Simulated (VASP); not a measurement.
**Sc3BN2: single point with PBE**

The system is Sc3BN2.

```
Sc B N
1.0
     5.74808    0.00000    0.00000
    -2.87404    4.97799    0.00000
     0.00000    0.00000    4.20353
Sc B N
3 1 2
Cartesian
  0.0000 3.3187 2.1018
  2.8740 1.6593 2.1018
  0.0000 0.0000 2.1018
  0.0000 0.0000 0.0000
  0.0000 3.3187 0.0000
  2.8740 1.6593 0.0000
```

```yaml
Program: VASP 6.6.1
Task: single point
Functional: PBE
Potentials_or_basis: VASP PAW PBE potentials, release 64 (Sc_sv, B, N)
Cutoff: 520 eV
k_mesh: 12 × 12 × 10
Occupations: gaussian, width 0.1 eV
Spin: no spin polarisation
Dipole_correction: no
Further_INCAR_settings: ALGO = Normal; EDIFF = 1e-06; NBANDS = 32
```

The pressure is 0.2 GPa and the band gap on the k mesh is zero (band 23 reaches 3.12 eV, above the bottom of band 24 at 1.57 eV).

Stress tensor (GPa, compression positive):
```
-0.04  0.00  0.00
 0.00 -0.04  0.00
 0.00  0.00  0.73
```

Levels at points of the mesh, in eV from the Fermi level:
```tsv
k point	band 19	band 20	band 21	band 22	band 23	band 24	band 25	band 26	band 27	band 28
(0.00, 0.00, 0.00)	-1.22	-1.22	-0.66	-0.02	1.28	1.28	1.73	1.73	1.82	1.82
(0.50, 0.00, 0.00)	-0.48	-0.26	-0.22	-0.04	0.48	0.70	0.77	1.33	1.36	1.41
(0.00, 0.00, 0.50)	-1.95	-1.95	-1.69	-1.69	-1.24	0.50	0.50	1.01	1.01	1.04
(0.50, 0.00, 0.50)	-2.12	-1.47	-1.24	-0.55	-0.27	-0.27	-0.07	-0.06	0.23	1.09
```

Run time: 11 min on 1 thread of AMD EPYC 9R14 (Zen 4), on a shared host, peak memory 0.48 GiB.
